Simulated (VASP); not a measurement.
# WS2 (R3m) in VASP: single point with r2SCAN

Aim: the single point of WS2 with r2SCAN.

All numbers are computed with VASP 6.6.1; they aren't measurements. Logs are shortened: lines on timing, memory, paths and dates and some standing lists are left out, and cuts for length are marked.

### 1 The cell of the first run

It takes space group R3m (No. 160, trigonal). The conventional cell has a = 3.158 Å, b = 3.158 Å, c = 18.490 Å, α = 90.00°, β = 90.00°, γ = 120.00°. Within 3.2 Å of W (site symmetry 3m) lie 6 S at 2.39 to 2.42 Å and 6 W at 3.16 Å. Within 3.2 Å of S (site symmetry 3m) lie 3 W at 2.39 Å and 7 S at 3.13 to 3.16 Å. S (site symmetry 3m) has 3 W at 2.42 Å and 7 S at 3.13 to 3.16 Å within 3.2 Å.

### 2 Single point, r2SCAN

The input, POSCAR:

```
WS2
1.0
    1.5790003843      0.9116362969      6.1633300000
   -1.5790003843      0.9116362969      6.1633300000
    0.0000000000     -1.8232725938      6.1633300000
W S
1 2
Direct
    0.0000000000      0.0000000000      0.0000000000
    0.7503000000      0.7503000000      0.7503000000
    0.5810000000      0.5810000000      0.5810000000
```

The input, INCAR.step1:

```
PREC     = Accurate       # precision mode
ENCUT    = 520            # plane-wave cutoff, eV
ISMEAR   = 0              # smearing method
SIGMA    = 0.05           # smearing width, eV
LREAL    = False          # projectors in reciprocal space
LASPH    = True           # aspherical terms in the spheres
NELM     = 80             # most SCF steps
NBANDS   = 20             # bands
GGA      = PE             # functional
ALGO     = Normal         # electronic algorithm
EDIFF    = 1E-4           # SCF threshold, eV
LWAVE    = True           # write WAVECAR
LCHARG   = False          # write CHGCAR
```

The input, INCAR.step2:

```
PREC     = Accurate       # precision mode
ENCUT    = 520            # plane-wave cutoff, eV
EDIFF    = 1E-6           # SCF threshold, eV
ISMEAR   = 0              # smearing method
SIGMA    = 0.05           # smearing width, eV
LREAL    = False          # projectors in reciprocal space
LASPH    = True           # aspherical terms in the spheres
NELM     = 80             # most SCF steps
ALGO     = Normal         # electronic algorithm
ISIF     = 2              # what is computed and relaxed
LWAVE    = False          # write WAVECAR
LCHARG   = False          # write CHGCAR
METAGGA  = R2SCAN         # meta-GGA
LMIXTAU  = True         
NBANDS   = 20             # bands
ISTART   = 1
```

The input, KPOINTS:

```
regular mesh
0
Gamma
  12 12 12
```

Potentials or basis: VASP PAW PBE potentials, release 64 (W_sv, S).

Launch:

```
$ cat potpaw_PBE.64/W_sv/POTCAR potpaw_PBE.64/S/POTCAR > POTCAR
$ cp INCAR.step1 INCAR
$ mpirun -np 1 vasp_std > vasp.out
$ cp INCAR.step2 INCAR
$ mpirun -np 1 vasp_std > vasp.out
```

OUTCAR:

```text
PREC = Accurate
   ENCUT = 520
   EDIFF = 1E-6
   ISMEAR = 0
   LREAL = False
   LASPH = True
   NELM = 80
   ISIF = 2
   METAGGA = R2SCAN
   ISTART = 1

 ion  position               nearest neighbor table
   1  0.000  0.000  0.000-   2 2.39   2 2.39   2 2.39   3 2.42   3 2.42   3 2.42
   2  0.750  0.750  0.750-   1 2.39   1 2.39   1 2.39
   3  0.581  0.581  0.581-   1 2.42   1 2.42   1 2.42

  LATTYP: Found a trigonal (rhomboedric) cell.
 ALAT       =     6.4273602389
 COS(alpha) =     0.8792939096

  Lattice vectors:

 A1 = (   1.5790003843,   0.9116362969,   6.1633300000)
 A2 = (  -1.5790003843,   0.9116362969,   6.1633300000)
 A3 = (   0.0000000000,  -1.8232725938,   6.1633300000)

Analysis of symmetry for initial positions (statically):
=====================================================================
 Subroutine PRICEL returns:
 Original cell was already a primitive cell.

 Routine SETGRP: Setting up the symmetry group for a
 trigonal (rhombohedral) supercell.

 Subroutine GETGRP returns: Found  6 space group operations
 (whereof  6 operations were pure point group operations)
 out of a pool of 12 trial point group operations.

The static configuration has the point symmetry C_3v.

Analysis of symmetry for dynamics (positions and initial velocities):
=====================================================================
 Subroutine PRICEL returns:
 Original cell was already a primitive cell.

 Routine SETGRP: Setting up the symmetry group for a
 trigonal (rhombohedral) supercell.

 Subroutine GETGRP returns: Found  6 space group operations
 (whereof  6 operations were pure point group operations)
 out of a pool of 12 trial point group operations.

The dynamic configuration has the point symmetry C_3v.

 Subroutine INISYM returns: Found  6 space group operations
 (whereof  6 operations are pure point group operations),
 and found     1 'primitive' translations

----------------------------------------------------------------------------------------

                                     Primitive cell

  volume of cell :      53.2317

  direct lattice vectors                    reciprocal lattice vectors
     1.579000384  0.911636297  6.163330000     0.316656034  0.182821447  0.054083318
    -1.579000384  0.911636297  6.163330000    -0.316656034  0.182821447  0.054083318
     0.000000000 -1.823272594  6.163330000     0.000000000 -0.365642893  0.054083318

  length of vectors
     6.427360239  6.427360239  6.427360239     0.369621064  0.369621064  0.369621064

  position of ions in fractional coordinates (direct lattice)
     0.000000000  0.000000000  0.000000000
     0.750300000  0.750300000  0.750300000
     0.581000000  0.581000000  0.581000000

  ion indices of the primitive-cell ions
   primitive index   ion index
                 1           1
                 2           2
                 3           3

----------------------------------------------------------------------------------------

 KPOINTS: regular mesh

Automatic generation of k-mesh.
 Grid dimensions read from file:
 generate k-points for:   12   12   12

 Generating k-lattice:

  Cartesian coordinates                     Fractional coordinates (reciprocal lattice)
     0.026388003  0.015235121  0.004506943     0.083333333  0.000000000  0.000000000
    -0.026388003  0.015235121  0.004506943     0.000000000  0.083333333  0.000000000
     0.000000000 -0.030470241  0.004506943     0.000000000  0.000000000  0.083333333

  Length of vectors
     0.030801755  0.030801755  0.030801755

  Shift w.r.t. Gamma in fractional coordinates (k-lattice)
     0.000000000  0.000000000  0.000000000

 Subroutine IBZKPT returns following result:
 ===========================================

 Found    189 irreducible k-points:

 Following reciprocal coordinates:
            Coordinates               Weight
  0.000000  0.000000  0.000000      1.000000
  0.083333  0.000000  0.000000      6.000000
  0.166667  0.000000  0.000000      6.000000
  0.250000  0.000000  0.000000      6.000000
  0.333333  0.000000  0.000000      6.000000
  0.416667  0.000000  0.000000      6.000000
[... 16 lines left out ...]
  0.500000  0.166667  0.000000     12.000000
 -0.416667  0.166667  0.000000     12.000000
 [... further k-points ...]
   k-points           NKPTS =    189   k-points in BZ     NKDIM =    189   number of bands    NBANDS=     20
   number of dos      NEDOS =    301   number of ions     NIONS =      3
   total plane-waves  NPLWV = 110592
   dimension x,y,z NGX =    48 NGY =   48 NGZ =   48
   dimension x,y,z NGXF=    96 NGYF=   96 NGZF=   96
   ions per type =               1   2
   NGX,Y,Z   is equivalent  to a cutoff of  12.42, 12.42, 12.42 a.u.
   NGXF,Y,Z  is equivalent  to a cutoff of  24.83, 24.83, 24.83 a.u.
 SYSTEM =  unknown system
   PREC   = accura    normal or accurate (medium, high low for compatibility)
   ISTART =      1    job   : 0-new  1-cont  2-samecut
   ICHARG =      0    charge: 1-file 2-atom 10-const
   ISPIN  =      1    spin polarized calculation?
   LNONCOLLINEAR =      F non collinear calculations
   LSORBIT =      F    spin-orbit coupling
   LASPH  =      T    aspherical Exc in radial PAW
   ENCUT  =  520.0 eV  38.22 Ry    6.18 a.u.  11.95 11.95 11.95*2*pi/ulx,y,z
   NELM   =     80;   NELMIN=  2; NELMDL=  0     # of ELM steps
   EDIFF  = 0.1E-05   stopping-criterion for ELM
   LREAL  =      F    real-space projection
[... 7 lines left out ...]
   TEBEG  =    0.0;   TEEND  =   0.0 temperature during run
   PSTRESS=    0.0 pullay stress
   NELECT =      26.0000    total number of electrons
   NUPDOWN=      -1.0000    fix difference up-down
   EMIN   =  10.00;   EMAX   =-10.00  energy-range for DOS
   EFERMI =   0.00;   METHOD = LEGACY
   ISMEAR =     0;   SIGMA  =   0.05  broadening in eV -4-tet -1-fermi 0-gaus
   EFERMI_NEDOS =   21; number of points for ismear=-14 and -15
   IALGO  =     38    algorithm
   IMIX   =      4    mixing-type and parameters
     AMIX     =   0.40;   BMIX     =  1.00
     AMIX_MAG =   1.60;   BMIX_MAG =  1.00
  volume/ion in A,a.u.               =      17.74       119.74
  Fermi-wavevector in a.u.,A,eV,Ry     =   1.289266  2.436359 22.615688  1.662206
  Thomas-Fermi vector in A             =   2.421169
   LORBIT       =      0    0 simple, 1 ext, 2 COOP (PROOUT), +10 PAW based schemes
   METAGGA = R2SCAN    functional components
   LHFCALC =     F    Hartree Fock is set to
   AEXX    =    0.0000 exact exchange contribution
   IVDW    =     0    specifies the selected vdW correction
   LEPSILON=     F    determine dielectric tensor
   LRPA    =     F    only Hartree local field effects (RPA)
 non-spin polarized calculation
 Gauss-broadening in eV      SIGMA  =   0.05
  energy-cutoff  :      520.00
  volume of cell :       53.23
 maximum number of plane-waves:      1450
   NGX = 23   NGY = 23   NGZ = 23

 number of electron      26.0000001 magnetization

 Free energy of the ion-electron system (eV)
  ---------------------------------------------------
  ext. energy  EPLUGINS =         0.00000000
  ---------------------------------------------------
  free energy    TOTEN  =       -70.04642454 eV

  energy without entropy =      -70.04642454  energy(sigma->0) =      -70.04642454

 E-fermi :   7.8002     XC(G=0): -11.6643

 val. band max:        7.3767968615   @ k =   0.5000   0.5000   0.5000
 cond. band min:       8.5173408106   @ k =  -0.1667   0.1667   0.0000
 fundamental gap:      1.1405439491
 Fermi energy:         7.8001789714

 k-point     1 :       0.0000    0.0000    0.0000
  band No.  band energies     occupation
      1     -69.2499      2.00000
      2     -32.8604      2.00000
      3     -32.6769      2.00000
      4     -32.6769      2.00000
      5      -9.0325      2.00000
      6      -6.9641      2.00000
[... 12 lines left out ...]
     19      15.8869      0.00000
     20      16.4542      0.00000

 k-point     2 :       0.0833    0.0000    0.0000
  band No.  band energies     occupation
      1     -69.2485      2.00000
      2     -32.8555      2.00000
      3     -32.7035      2.00000
      4     -32.6830      2.00000
      5      -8.9084      2.00000
      6      -6.9289      2.00000
[... 12 lines left out ...]
     19      16.3133      0.00000
     20      16.5140      0.00000

 k-point     3 :       0.1667    0.0000    0.0000
  band No.  band energies     occupation
      1     -69.2445      2.00000
      2     -32.8421      2.00000
      3     -32.7755      2.00000
      4     -32.6997      2.00000
      5      -8.5540      2.00000
      6      -6.8283      2.00000
[... 12 lines left out ...]
     19      16.3353      0.00000
     20      17.0242      0.00000

 k-point     4 :       0.2500    0.0000    0.0000
  band No.  band energies     occupation
      1     -69.2392      2.00000
      2     -32.8726      2.00000
      3     -32.8237      2.00000
      4     -32.7225      2.00000
      5      -8.0249      2.00000
      6      -6.6791      2.00000
[... 12 lines left out ...]
     19      16.0889      0.00000
     20      16.6091      0.00000

 k-point     5 :       0.3333    0.0000    0.0000
  band No.  band energies     occupation
      1     -69.2339      2.00000
      2     -32.9681      2.00000
      3     -32.8053      2.00000
      4     -32.7451      2.00000
      5      -7.4213      2.00000
      6      -6.5136      2.00000
[... 12 lines left out ...]
     19      15.2208      0.00000
     20      15.6530      0.00000

 k-point     6 :       0.4167    0.0000    0.0000
  band No.  band energies     occupation
      1     -69.2300      2.00000
      2     -33.0371      2.00000
      3     -32.7918      2.00000
      4     -32.7616      2.00000
      5      -6.9063      2.00000
      6      -6.3802      2.00000
[... 12 lines left out ...]
     19      14.5261      0.00000
     20      15.2793      0.00000

 k-point     7 :       0.5000    0.0000    0.0000
  band No.  band energies     occupation
      1     -69.2286      2.00000
      2     -33.0621      2.00000
      3     -32.7868      2.00000
      4     -32.7676      2.00000
      5      -6.6946      2.00000
      6      -6.3287      2.00000
[... 12 lines left out ...]
     19      14.3677      0.00000
     20      15.1986      0.00000
[... 277 lines left out ...]
 k-point    20 :       0.2500    0.1667   -0.0000
  band No.  band energies     occupation
      1     -69.2412      2.00000
      2     -32.8330      2.00000
      3     -32.8299      2.00000
      4     -32.7190      2.00000
      5      -8.2017      2.00000
      6      -6.7770      2.00000
[... 12 lines left out ...]
     19      16.3164      0.00000
     20      16.6685      0.00000

 k-point    21 :       0.3333    0.1667    0.0000
  band No.  band energies     occupation
      1     -69.2366      2.00000
      2     -32.9023      2.00000
      3     -32.8145      2.00000
      4     -32.7525      2.00000
      5      -7.7083      2.00000
      6      -6.6385      2.00000
[... 12 lines left out ...]
     19      16.1202      0.00000
     20      16.7621      0.00000

 k-point    22 :       0.4167    0.1667    0.0000
  band No.  band energies     occupation
      1     -69.2319      2.00000
      2     -32.9678      2.00000
      3     -32.7985      2.00000
      4     -32.7895      2.00000
      5      -7.1569      2.00000
      6      -6.4727      2.00000
[... 12 lines left out ...]
     19      15.8378      0.00000
     20      16.3924      0.00000

 k-point    23 :       0.5000    0.1667    0.0000
  band No.  band energies     occupation
      1     -69.2285      2.00000
      2     -33.0141      2.00000
      3     -32.8177      2.00000
      4     -32.7868      2.00000
      5      -6.7037      2.00000
      6      -6.3275      2.00000
[... 12 lines left out ...]
     19      15.8400      0.00000
     20      16.2606      0.00000

 k-point    24 :      -0.4167    0.1667    0.0000
  band No.  band energies     occupation
      1     -69.2273      2.00000
      2     -33.0307      2.00000
      3     -32.8282      2.00000
      4     -32.7825      2.00000
      5      -6.5311      2.00000
      6      -6.2606      2.00000
[... 12 lines left out ...]
     19      16.0998      0.00000
     20      16.2353      0.00000

 [... further k-points ...]

------------------------ aborting loop because EDIFF is reached ----------------------------------------

  FORCE on cell =-STRESS in cart. coord.  units (eV):
  Direction    XX          YY          ZZ          XY          YZ          ZX
  --------------------------------------------------------------------------------------
  -------------------------------------------------------------------------------------
  Total        1.0555095      1.0555095      0.6569671      0.0000000     -0.0000000     -0.0000000
  in kB       31.7689037     31.7689037     19.7735073      0.0000000     -0.0000000     -0.0000000
  external PRESSURE =      27.7704383 kB  Pullay stress =       0.0000000 kB

 VOLUME and BASIS-vectors are now :
 -----------------------------------------------------------------------------
  energy-cutoff  :      520.00
  volume of cell :       53.23
      direct lattice vectors                 reciprocal lattice vectors
     1.579000384  0.911636297  6.163330000     0.316656034  0.182821447  0.054083318
    -1.579000384  0.911636297  6.163330000    -0.316656034  0.182821447  0.054083318
     0.000000000 -1.823272594  6.163330000     0.000000000 -0.365642893  0.054083318

 POSITION                                       TOTAL-FORCE (eV/Angst)
 -----------------------------------------------------------------------------------
      0.00000      0.00000      0.00000         0.000000      0.000000     -0.620790
      0.00000      0.00000     13.87304         0.000000      0.000000      0.279672
      0.00000      0.00000     10.74268         0.000000     -0.000000      0.341117
 -----------------------------------------------------------------------------------
    total drift:                                0.000000      0.000000     -0.000034

  FREE ENERGIE OF THE ION-ELECTRON SYSTEM (eV)
  ---------------------------------------------------
  free  energy   TOTEN  =       -70.0464245373 eV

  energy  without entropy=      -70.0464245373  energy(sigma->0) =      -70.04642454
```

It took 40 min on 1 thread of Intel Xeon Platinum 8259CL at 2.50GHz (Skylake/Cascade Lake), shared host; peak memory 0.48 GiB.

What came out:

```
Free energy            : -70.0464 eV
Pressure               : 2.8 GPa
Largest force          : 0.621 eV/Å
Band gap on the k mesh : 1.14 eV (least direct gap 2.03 eV)
```

Forces in eV/Å, atoms in the order of the input:
```
W    0.000  0.000 -0.621
S    0.000  0.000  0.280
S    0.000  0.000  0.341
```

Levels at points of the mesh, in eV from the valence-band top:
| k point | band 10 | band 11 | band 12 | band 13 | band 14 | band 15 | band 16 | band 17 |
| --- | --- | --- | --- | --- | --- | --- | --- | --- |
| (0.00, 0.00, 0.00) | -2.44 | -2.44 | -1.71 | -1.24 | 2.33 | 2.33 | 2.67 | 2.67 |
| (0.50, 0.00, 0.00) | -4.38 | -2.76 | -1.98 | -1.81 | 2.44 | 2.75 | 3.94 | 4.07 |
| (0.50, 0.50, 0.00) | -4.30 | -3.38 | -2.19 | -1.64 | 2.39 | 2.88 | 3.51 | 4.58 |
| (0.50, 0.50, 0.50) | -3.74 | -2.41 | -2.41 | 0.00 | 2.44 | 2.44 | 2.51 | 2.51 |

Caveat: the PAW data sets were made with another functional, which shifts forces and pressure a little; spin-orbit coupling is left out, which moves the levels of the heavy elements.
